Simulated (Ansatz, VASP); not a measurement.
## One calculation of Cd, two programs

INCAR

```
SYSTEM = Cd
  PREC = Accurate
  ENCUT = 520
  EDIFF = 1E-7
  ISMEAR = -1
  SIGMA = 0.1
  LREAL = .FALSE.
  LASPH = .TRUE.
  NELM = 100
  ALGO = Normal
  ISIF = 2
  LWAVE = .FALSE.
  LCHARG = .FALSE.
  GGA = PE
  NBANDS = 19
```

File KPOINTS:

```
regular mesh
0
G
  14 14 14
  0 0 0
```

File POSCAR:

```
Cd
1.0
   -2.8865860988      2.8865860988      1.4740878780
    2.8865860988     -2.8865860988      1.4740878780
    2.8865860988      2.8865860988     -1.4740878780
Cd
2
Direct
   -0.3750000000     -0.1250000000     -0.2500000000
    0.3750000000      0.1250000000      0.2500000000
```

Input for Ansatz:

```yaml
crystal:
  lattice:
    - [-2.8865860988, 2.8865860988, 1.474087878]
    - [2.8865860988, -2.8865860988, 1.474087878]
    - [2.8865860988, 2.8865860988, -1.474087878]
  atoms:
    - { symbol: Cd, position: [-0.375, -0.125, -0.25] }
    - { symbol: Cd, position: [0.375, 0.125, 0.25] }
kpoints:
  mp_grid: { grid: [14, 14, 14] }
scf:
  occupations: { method: fermi_dirac, width: 0.1 }
hamiltonian:
  xc: pbe
  pseudopotentials: { kind: all_electron, lapw: { basis_error: 0.001 } }
output:
  forces: true
  stress: true
  eigenvalues: true
  populations: true
```

Change from the starting cell: volume scaled by 0.95, LAPW.

Alike in both runs: task single point; functional PBE; k mesh 14 × 14 × 14; occupations fermi-dirac, width 0.1 eV; no spin polarisation.

|  | VASP | Ansatz |
| --- | --- | --- |
| version | VASP 6.6.1 | Ansatz 0.2.0 |
| potentials or method | VASP PAW PBE potentials, release 64 (Cd), cutoff 520 eV | all-electron LAPW, scalar-relativistic |

Ansatz gave:

```
pressure (GPa)                                                : 1.9
traceless stress, the component that is largest in VASP (GPa) : 0.03
```

**Question.** Estimate VASP's values.

**Answer.** Pressure (GPa): 2.1; traceless stress, the component that is largest in VASP (GPa): 0.06.

Ansatz ran all-electron here, and VASP with PAW potentials.
